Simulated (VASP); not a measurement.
# BiTe (R-3m) in VASP: further runs

Aim: see how the results for BiTe move with the level of theory and the settings. Levels: PBEsol+D4, RPBE+D3(BJ), PBEsol, r2SCAN, PBE-based screened hybrid with 5 % exact exchange. Tasks: relaxation of cell and atoms, single point.

Everything below comes from runs of VASP 6.6.1. Logs are shortened: lines on timing, memory, paths and dates and some standing lists are left out, and cuts for length are marked.

## (1) The cell of the first run

Symmetry: R-3m, No. 166, trigonal system. Conventional cell: a = 4.845 Å, b = 4.845 Å, c = 9.952 Å, α = 90.00°, β = 90.00°, γ = 120.00°. Bi (site symmetry -3m) has 6 Te at 3.25 Å and 6 Bi at 4.34 Å within 4.4 Å. Within 4.4 Å of Te (site symmetry -3m) lie 6 Bi at 3.25 Å and 6 Te at 4.34 Å.

## (2) Relaxation of cell and atoms, PBEsol+D4

INCAR reads:

```
SYSTEM = BiTe
PREC = Accurate
ENCUT = 600
EDIFF = 1E-6
ISMEAR = -1
SIGMA = 0.05
LREAL = .False.
LASPH = .True.
NELM = 60
ALGO = Normal
ISIF = 3
LWAVE = .False.
LCHARG = .False.
GGA = PS
IVDW = 13
IBRION = 2
NSW = 60
EDIFFG = -0.01
```

KPOINTS reads:

```
regular mesh
0
Gamma
  7 7 7
  0 0 0
```

POSCAR reads:

```
BiTe
1.0
    2.4227077728      1.3987509848      3.3172919545
   -2.4227077728      1.3987509848      3.3172919545
    0.0000000000     -2.7975019696      3.3172919545
Bi Te
1 1
Direct
    0.5000000000      0.5000000000      0.5000000000
    0.0000000000      0.0000000000      0.0000000000
```

Potentials or basis: VASP PAW PBE potentials, release 64 (Bi_d, Te).

The run is started by

```sh
$ cat potpaw_PBE.64/Bi_d/POTCAR potpaw_PBE.64/Te/POTCAR > POTCAR
$ mpirun -np 1 vasp_std > vasp.out
```

OUTCAR:

```text
SYSTEM = BiTe
   PREC = Accurate
   ENCUT = 600
   EDIFF = 1E-6
   ISMEAR = -1
   LREAL = .False.
   LASPH = .True.
   NELM = 60
   ISIF = 3
   GGA = PS
   IVDW = 13
   IBRION = 2
   NSW = 60
   EDIFFG = -0.01

 ion  position               nearest neighbor table
   1  0.500  0.500  0.500-   2 3.25   2 3.25   2 3.25   2 3.25   2 3.25   2 3.25
   2  0.000  0.000  0.000-   1 3.25   1 3.25   1 3.25   1 3.25   1 3.25   1 3.25

  LATTYP: Found a trigonal (rhomboedric) cell.
 ALAT       =     4.3394058558
 COS(alpha) =     0.3765932224

  Lattice vectors:

 A1 = (   2.4227077728,   1.3987509848,   3.3172919545)
 A2 = (  -2.4227077728,   1.3987509848,   3.3172919545)
 A3 = (   0.0000000000,  -2.7975019696,   3.3172919545)

Analysis of symmetry for initial positions (statically):
=====================================================================
 Subroutine PRICEL returns:
 Original cell was already a primitive cell.

 Routine SETGRP: Setting up the symmetry group for a
 trigonal (rhombohedral) supercell.

 Subroutine GETGRP returns: Found 12 space group operations
 (whereof 12 operations were pure point group operations)
 out of a pool of 12 trial point group operations.

The static configuration has the point symmetry D_3d.

Analysis of symmetry for dynamics (positions and initial velocities):
=====================================================================
 Subroutine PRICEL returns:
 Original cell was already a primitive cell.

 Routine SETGRP: Setting up the symmetry group for a
 trigonal (rhombohedral) supercell.

 Subroutine GETGRP returns: Found 12 space group operations
 (whereof 12 operations were pure point group operations)
 out of a pool of 12 trial point group operations.

The dynamic configuration has the point symmetry D_3d.

 Subroutine INISYM returns: Found 12 space group operations
 (whereof 12 operations are pure point group operations),
 and found     1 'primitive' translations

----------------------------------------------------------------------------------------

                                     Primitive cell

  volume of cell :      67.4491

  direct lattice vectors                    reciprocal lattice vectors
     2.422707773  1.398750985  3.317291954     0.206380648  0.119153923  0.100483568
    -2.422707773  1.398750985  3.317291954    -0.206380648  0.119153923  0.100483568
     0.000000000 -2.797501970  3.317291954     0.000000000 -0.238307845  0.100483568

  length of vectors
     4.339405856  4.339405856  4.339405856     0.258626326  0.258626326  0.258626326

  position of ions in fractional coordinates (direct lattice)
     0.500000000  0.500000000  0.500000000
     0.000000000  0.000000000  0.000000000

  ion indices of the primitive-cell ions
   primitive index   ion index
                 1           1
                 2           2
[... 78 lines left out ...]
   ISIF   =      3    stress and relaxation
   ISYM   =      2    0-nonsym 1-usesym 2-fastsym
   POTIM  = 0.5000    time-step for ionic-motion
   TEBEG  =    0.0;   TEEND  =   0.0 temperature during run
   PSTRESS=    0.0 pullay stress
   NELECT =      21.0000    total number of electrons
   NUPDOWN=      -1.0000    fix difference up-down
   EMIN   =  10.00;   EMAX   =-10.00  energy-range for DOS
   EFERMI =   0.00;   METHOD = LEGACY
   ISMEAR =    -1;   SIGMA  =   0.05  broadening in eV -4-tet -1-fermi 0-gaus
   EFERMI_NEDOS =   21; number of points for ismear=-14 and -15
   IALGO  =     38    algorithm
   IMIX   =      4    mixing-type and parameters
     AMIX     =   0.40;   BMIX     =  1.00
     AMIX_MAG =   1.60;   BMIX_MAG =  1.00
  volume/ion in A,a.u.               =      33.72       227.58
  Fermi-wavevector in a.u.,A,eV,Ry     =   1.109573  2.096789 16.750837  1.231152
  Thomas-Fermi vector in A             =   2.246114
   LORBIT       =      0    0 simple, 1 ext, 2 COOP (PROOUT), +10 PAW based schemes
   GGA     = PS    functional components
   LHFCALC =     F    Hartree Fock is set to
   AEXX    =    0.0000 exact exchange contribution
   IVDW    =    13    specifies the selected vdW correction
   LEPSILON=     F    determine dielectric tensor
   LRPA    =     F    only Hartree local field effects (RPA)
 conjugate gradient relaxation of ions
 non-spin polarized calculation
  energy-cutoff  :      600.00
  volume of cell :       67.45
 maximum number of plane-waves:      2263
   NGX = 17   NGY = 17   NGZ = 17

--------------------------------------- Ionic step        1  -------------------------------------------

 number of electron      21.0000005 magnetization

 Free energy of the ion-electron system (eV)
  ---------------------------------------------------
  ext. energy  EPLUGINS =         0.00000000
  ---------------------------------------------------
  free energy    TOTEN  =        -7.97481703 eV

  energy without entropy =       -7.96281948  energy(sigma->0) =       -7.96881825

------------------------ aborting loop because EDIFF is reached ----------------------------------------

  DFT-D4 for vdW energy calculation

  Edisp (eV):   -0.57003
[... 151 lines left out ...]
--------------------------------------- Ionic step        5  -------------------------------------------

 number of electron      20.9999997 magnetization

 E-fermi :   7.4441     XC(G=0):  -9.9671

 val. band max:        7.4118389427   @ k =   0.2857   0.2857   0.2857
 cond. band min:       7.4464794721   @ k =  -0.4286   0.2857   0.2857
 fundamental gap:      0.0346405293
 Fermi energy:         7.4441170067

 k-point     1 :       0.0000    0.0000    0.0000
  band No.  band energies     occupation
      1     -15.7430      2.00000
      2     -15.7430      2.00000
      3     -15.7289      2.00000
      4     -15.7289      2.00000
      5     -15.7056      2.00000
      6      -6.5821      2.00000
      7      -0.5913      2.00000
      8       4.2934      2.00000
      9       4.2934      2.00000
     10       5.7671      2.00000
     11       9.4864      0.00000
     12      10.1513      0.00000
     13      10.1513      0.00000
     14      11.2989      0.00000
[... 550 lines left out ...]
--------------------------------------- Ionic step        9  -------------------------------------------

 number of electron      21.0000001 magnetization

 Free energy of the ion-electron system (eV)
  ---------------------------------------------------
  ext. energy  EPLUGINS =         0.00000000
  ---------------------------------------------------
  free energy    TOTEN  =        -7.99037416 eV

  energy without entropy =       -7.97927239  energy(sigma->0) =       -7.98482327

 E-fermi :   7.5464     XC(G=0): -10.0495

 val. band max:        7.5155445577   @ k =  -0.4286   0.1429   0.1429
 cond. band min:       7.5485525144   @ k =  -0.4286   0.2857   0.2857
 fundamental gap:      0.0330079567
 Fermi energy:         7.5464057331

 k-point     1 :       0.0000    0.0000    0.0000
  band No.  band energies     occupation
      1     -15.5999      2.00000
      2     -15.5999      2.00000
      3     -15.5875      2.00000
      4     -15.5875      2.00000
      5     -15.5606      2.00000
      6      -6.4657      2.00000
      7      -0.4912      2.00000
      8       4.3610      2.00000
      9       4.3610      2.00000
     10       6.1397      2.00000
     11       9.6718      0.00000
     12      10.5690      0.00000
     13      10.5690      0.00000
     14      11.2685      0.00000
[... 424 lines left out ...]
  FREE ENERGIE OF THE ION-ELECTRON SYSTEM (eV)
  ---------------------------------------------------
  free  energy   TOTEN  =        -8.6096974846 eV

  energy  without entropy=       -8.5985957161  energy(sigma->0) =       -8.60414660

 reached required accuracy - stopping structural energy minimisation
```

CONTCAR:

```text
BiTe
   1.00000000000000
     2.4068114590592966    1.3895732437825399    3.0744377107229104
    -2.4068114590592966    1.3895732437825399    3.0744377107229104
     0.0000000000000000   -2.7791464875650802    3.0744377107229104
  Bi              Te
     1     1
Direct
     0.5000000000000000    0.5000000000000000    0.5000000000000000
     0.0000000000000000    0.0000000000000000    0.0000000000000000

  0.00000000E+00  0.00000000E+00  0.00000000E+00
  0.00000000E+00  0.00000000E+00  0.00000000E+00
```

Wall time 5.4 min (1 thread of Intel Xeon 8259CL, shared host); peak memory 0.25 GiB.

What came out:

```yaml
Free_energy: -8.6097 eV
Relaxed_volume: 30.85 Å³/atom
Relaxed_cell: a = 4.144 Å, b = 4.144 Å, c = 4.144 Å, α = 71.01°, β = 71.01°, γ = 71.01°
Space_group_after_relaxing_to_0.1_Å: R-3m (No. 166)
Energy_gained_by_relaxing: 32.4 meV/atom
Ionic_steps: 9
Pressure_after_relaxing: 0.0 GPa
Band_gap_on_the_k_mesh: zero (an odd number of electrons rules out a gap without spin polarisation)
Dispersion_energy_per_atom: -0.310 eV
```

Step by step:
| step | energy change (eV) | largest force (eV/Å) | pressure (GPa) | volume (Å³) |
| --- | --- | --- | --- | --- |
| 1 | 0.0000 | 0.0000 | -3.58 | 67.45 |
| 2 | -0.0361 | 0.0000 | 2.58 | 60.36 |
| 3 | -0.0552 | 0.0000 | -0.02 | 62.83 |
| 4 | -0.0552 | 0.0000 | 0.06 | 62.74 |
| 5 | -0.0575 | 0.0000 | 0.07 | 62.61 |
| 6 | -0.0625 | 0.0000 | 0.09 | 62.21 |
| 7 | -0.0631 | 0.0000 | 0.02 | 61.30 |
| 8 | -0.0648 | 0.0000 | 0.06 | 61.79 |
| 9 | -0.0649 | 0.0000 | 0.05 | 61.69 |

Final structure:
```
Bi Te
1.0
     2.40681    1.38957    3.07444
    -2.40681    1.38957    3.07444
     0.00000   -2.77915    3.07444
Bi Te
1 1
Direct
  0.50000 0.50000 0.50000
  0.00000 0.00000 0.00000
```

Levels at points of the mesh, in eV from the Fermi level:
| k point | band 7 | band 8 | band 9 | band 10 | band 11 | band 12 | band 13 | band 14 |
| --- | --- | --- | --- | --- | --- | --- | --- | --- |
| (0.00, 0.00, 0.00) | -8.04 | -3.19 | -3.19 | -1.41 | 2.13 | 3.02 | 3.02 | 3.72 |

Caveat: the PAW data sets were made with another functional, which shifts forces and pressure a little; spin-orbit coupling is left out, which moves the levels of the heavy elements.

## (3) Relaxation of cell and atoms, RPBE+D3(BJ)

INCAR reads:

```
PREC     = Accurate       # precision mode
ENCUT    = 600            # plane-wave cutoff, eV
EDIFF    = 1E-7           # SCF threshold, eV
ISMEAR   = -1             # smearing method
SIGMA    = 0.05           # smearing width, eV
LREAL    = F              # projectors in reciprocal space
LASPH    = T              # aspherical terms in the spheres
NELM     = 100            # most SCF steps
ALGO     = Normal         # electronic algorithm
ISIF     = 3              # what is computed and relaxed
LWAVE    = F              # write WAVECAR
LCHARG   = F              # write CHGCAR
GGA      = RP             # functional
IVDW     = 12             # dispersion correction
IBRION   = 2              # ionic algorithm
NSW      = 60             # ionic steps
EDIFFG   = -0.01          # ionic threshold
```

KPOINTS reads:

```
regular mesh
0
Gamma
  7 7 7
```

POSCAR is that of step 2.

Potentials or basis: VASP PAW PBE potentials, release 64 (Bi_d, Te).

The run is started by

```sh
$ cat potpaw_PBE.64/Bi_d/POTCAR potpaw_PBE.64/Te/POTCAR > POTCAR
$ mpirun -np 1 vasp_std > vasp.out
```

It took 14 min on 1 thread of Intel Xeon 8259CL, shared host; peak memory 0.27 GiB.

It converged, with:

* Free energy: -12.3197 eV
* Relaxed volume: 21.80 Å³/atom
* Relaxed cell: a = 3.520 Å, b = 3.520 Å, c = 3.520 Å, α = 90.00°, β = 90.00°, γ = 90.00°
* Space group after relaxing (to 0.1 Å): Pm-3m (No. 221)
* Energy gained by relaxing: 921.4 meV/atom
* Ionic steps: 20
* Pressure after relaxing: 0.0 GPa
* Band gap on the k mesh: zero (an odd number of electrons rules out a gap without spin polarisation)
* Dispersion energy per atom: -3.918 eV

The path:
```csv
step,energy change (eV),largest force (eV/Å),pressure (GPa),volume (Å³)
1,0.0000,0.0000,-14.14,67.45
2,-0.1509,0.0000,30.84,42.37
3,-0.8993,0.0000,-0.94,52.12
4,-0.9005,0.0000,-0.31,51.78
5,-0.9004,0.0000,0.24,51.49
6,-0.9929,0.0000,0.29,50.60
7,-1.3442,0.0000,-0.79,47.38
8,-1.1000,0.0000,28.44,38.32
9,-1.5356,0.0000,-0.33,45.74
10,-1.7834,0.0000,5.25,42.31
11,-1.7809,0.0000,8.74,41.37
12,-1.8050,0.0000,6.26,41.95
13,-1.8051,0.0000,6.36,41.92
14,-1.8295,0.0000,3.70,42.58
15,-1.8422,0.0000,-0.58,43.78
16,-1.8427,0.0000,0.06,43.59
17,-1.8427,0.0000,0.16,43.56
18,-1.8427,0.0000,0.13,43.57
19,-1.8427,0.0000,0.07,43.58
20,-1.8427,0.0000,0.02,43.60
```

Final structure:
```xyz
2
Lattice="2.4887 1.4369 2.0320 -2.4887 1.4369 2.0320 0.0000 -2.8737 2.0320" Properties=species:S:1:pos:R:3 pbc="T T T"
Bi    0.0000    0.0000    3.0480
Te    0.0000    0.0000    0.0000
```

Levels at points of the mesh, in eV from the Fermi level:
| k point | band 7 | band 8 | band 9 | band 10 | band 11 | band 12 | band 13 | band 14 |
| --- | --- | --- | --- | --- | --- | --- | --- | --- |
| (0.00, 0.00, 0.00) | -7.38 | -3.61 | -3.61 | -3.61 | 2.27 | 2.27 | 6.49 | 6.49 |

Caveat: the volume moved by over 15 % at a fixed basis, so the end points are rough; the PAW data sets were made with another functional, which shifts forces and pressure a little; spin-orbit coupling is left out, which moves the levels of the heavy elements.

## (4) Single point, PBEsol, non-collinear spin, zero start, spin-orbit coupling

INCAR reads:

```
ALGO = Normal
EDIFF = 1E-6
ENCUT = 520
GGA = PS
GGA_COMPAT = F
ISIF = 2
ISMEAR = -1
LASPH = T
LCHARG = F
LNONCOLLINEAR = T
LORBIT = 11
LORBMOM = T
LREAL = F
LSORBIT = T
LWAVE = F
MAGMOM = 0 0 0 0 0 0
NBANDS = 33
NELM = 150
PREC = Accurate
SIGMA = 0.05
```

KPOINTS reads:

```
k-points
0
Gamma
  5 5 5
```

POSCAR is that of step 3.

The run is started by

```sh
$ cat potpaw_PBE.64/Bi_d/POTCAR potpaw_PBE.64/Te/POTCAR > POTCAR
$ mpirun -np 1 vasp_ncl > vasp.out
```

Wall time 28 s (1 thread of Intel Xeon 6975P-C (Granite Rapids), shared host); peak memory 0.33 GiB.

It converged, with:

```
Free energy                                           : -8.9273 eV
Pressure                                              : -1.4 GPa
Net moment                                            : 0.00 μB per cell
Valence electrons inside the program's atomic spheres : Bi 12.68; Te 3.32
```

Stress tensor (GPa, compression positive):
```
-1.52  0.00  0.00
 0.00 -1.52  0.00
 0.00  0.00 -1.21
```

Moments on the atoms (μB; x, y, z):
```
Bi  0.00 0.00 0.00
Te  0.00 0.00 0.00
```

Caveat: the PAW data sets were made with another functional, which shifts forces and pressure a little.

## (5) Single point, r2SCAN, non-collinear spin, zero start, spin-orbit coupling

POSCAR is that of step 4.

INCAR.step1 reads:

```
SYSTEM = BiTe
PREC = Accurate ; ENCUT = 520
ISMEAR = -1 ; SIGMA = 0.05
LREAL = .False. ; LASPH = .True.
NELM = 150 ; MAGMOM = 0 0 0 0 0 0
LSORBIT = .True. ; GGA_COMPAT = .False.
NBANDS = 33 ; GGA = PE
ALGO = Normal ; EDIFF = 1E-4
LWAVE = .True. ; LCHARG = .False.
```

INCAR.step2 reads:

```
SYSTEM = BiTe
PREC = Accurate ; ENCUT = 520
EDIFF = 1E-6 ; ISMEAR = -1
SIGMA = 0.05 ; LREAL = .False.
LASPH = .True. ; NELM = 150
ALGO = Normal ; ISIF = 2
LWAVE = .False. ; LCHARG = .False.
MAGMOM = 0 0 0 0 0 0 ; LORBIT = 11
LSORBIT = .True. ; GGA_COMPAT = .False.
LORBMOM = .True. ; METAGGA = R2SCAN
LMIXTAU = .True. ; NBANDS = 33
ISTART = 1
```

KPOINTS reads:

```
regular mesh
0
Gamma
  5 5 5
  0 0 0
```

The run is started by

```sh
$ cat potpaw_PBE.64/Bi_d/POTCAR potpaw_PBE.64/Te/POTCAR > POTCAR
$ cp INCAR.step1 INCAR
$ mpirun -np 1 vasp_ncl > vasp.out
$ cp INCAR.step2 INCAR
$ mpirun -np 1 vasp_ncl > vasp.out
```

Wall time 2.2 min (1 thread of Intel Xeon 6975P-C (Granite Rapids), shared host); peak memory 0.4 GiB.

Results (log left out):

```
Free energy                                           : -84.9573 eV
Pressure                                              : 0.3 GPa
Net moment                                            : 0.00 μB per cell
Valence electrons inside the program's atomic spheres : Bi 12.65; Te 3.37
```

Stress tensor (GPa, compression positive):
```
0.21 0.00 0.00
0.00 0.21 0.00
0.00 0.00 0.51
```

Moments on the atoms (μB; x, y, z):
```
Bi  0.00 0.00 0.00
Te  0.00 0.00 0.00
```

Caveat: the PAW data sets were made with another functional, which shifts forces and pressure a little.

## (6) Single point, PBE-based screened hybrid with 5 % exact exchange

POSCAR is that of step 5.

INCAR.step1 reads:

```
SYSTEM = BiTe
  PREC = Accurate
  ENCUT = 520
  EDIFF = 1E-5
  ISMEAR = -1
  SIGMA = 0.05
  LREAL = .False.
  LASPH = .True.
  NELM = 60
  ALGO = Normal
  ISIF = 2
  LWAVE = .True.
  LCHARG = .False.
  GGA = PE
  NBANDS = 18
```

INCAR.step2 reads:

```
SYSTEM = BiTe
  PREC = Accurate
  ENCUT = 520
  EDIFF = 1E-7
  ISMEAR = -1
  SIGMA = 0.05
  LREAL = .False.
  LASPH = .True.
  NELM = 60
  ALGO = Normal
  ISIF = 2
  LWAVE = .False.
  LCHARG = .False.
  GGA = PE
  LHFCALC = .True.
  AEXX = 0.05
  HFSCREEN = 0.2
  PRECFOCK = Normal
  ISTART = 1
  NBANDS = 18
```

KPOINTS reads:

```
regular mesh
0
Gamma
  4 4 4
  0 0 0
```

Potentials or basis: VASP PAW PBE potentials, release 64 (Bi_d, Te).

The run is started by

```sh
$ cat potpaw_PBE.64/Bi_d/POTCAR potpaw_PBE.64/Te/POTCAR > POTCAR
$ cp INCAR.step1 INCAR
$ mpirun -np 1 vasp_std > vasp.out
$ cp INCAR.step2 INCAR
$ mpirun -np 1 vasp_std > vasp.out
```

It took 57 min on 1 thread of AMD EPYC 7R43 (Zen 3), shared host; peak memory 0.27 GiB.

It converged, with:

```yaml
Free_energy: -7.4957 eV
Pressure: -0.4 GPa
Band_gap_on_the_k_mesh: zero (an odd number of electrons rules out a gap without spin polarisation)
```

Stress tensor (GPa, compression positive):
```
-0.52  0.00  0.00
 0.00 -0.52  0.00
 0.00  0.00 -0.16
```

Levels at points of the mesh, in eV from the Fermi level:
```
           k point  band 8  band 9  band 10  band 11  band 12  band 13
(0.00, 0.00, 0.00)   -3.09   -3.09    -1.76     1.86     2.52     2.52
(0.50, 0.00, 0.00)   -2.01   -1.96    -1.16    -1.05    -0.68     0.26
(0.50, 0.50, 0.00)   -5.84   -4.70    -3.49     2.39     3.07     3.61
(0.50, 0.50, 0.50)   -2.51   -2.51    -2.38    -1.67    -1.36    -1.36
```

Caveat: the k points lie up to 0.41 Å⁻¹ apart, too coarse for converged energies and pressures of a metal; the PAW data sets were made with another functional, which shifts forces and pressure a little; spin-orbit coupling is left out, which moves the levels of the heavy elements.

## (7) Summary

| task | level | spin | cell | k mesh | cutoff (eV) | grid for exact exchange (PRECFOCK) | share of exact exchange | screening parameter | gap on the mesh (eV) | pressure (GPa) | moment (μB) | relaxed volume (Å³/atom) |
| --- | --- | --- | --- | --- | --- | --- | --- | --- | --- | --- | --- | --- |
| relaxation of cell and atoms | PBEsol+D4 | off | relaxed | 7 × 7 × 7 | 600 | - | - | - | none | 0.0 | - | 30.85 |
| relaxation of cell and atoms | RPBE+D3(BJ) | off | relaxed | 7 × 7 × 7 | 600 | - | - | - | none | 0.0 | - | 21.80 |
| single point | PBEsol | non-collinear, zero start, SOC | as given | 5 × 5 × 5 | 520 | - | - | - | - | -1.4 | 0.00 | - |
| single point | r2SCAN | non-collinear, zero start, SOC | as given | 5 × 5 × 5 | 520 | - | - | - | - | 0.3 | 0.00 | - |
| single point | PBE-based screened hybrid with 5 % exact exchange | off | as given | 4 × 4 × 4 | 520 | Normal | 0.05 | 0.2 1/Å | none | -0.4 | - | - |

Alike in all rows: potentials or basis VASP PAW PBE potentials, release 64 (Bi_d, Te); smearing fermi-dirac 0.05 eV.

Caveats: some runs use coarse meshes; the PAW data sets were made with another functional, which shifts forces and pressure a little; spin-orbit coupling is left out, which moves the levels of the heavy elements (at least some runs); the volume moved by over 15 % at a fixed basis, so the end points are rough (at least some runs).

Total energies depend on the potentials used, so only differences within one code and one set of settings carry meaning.
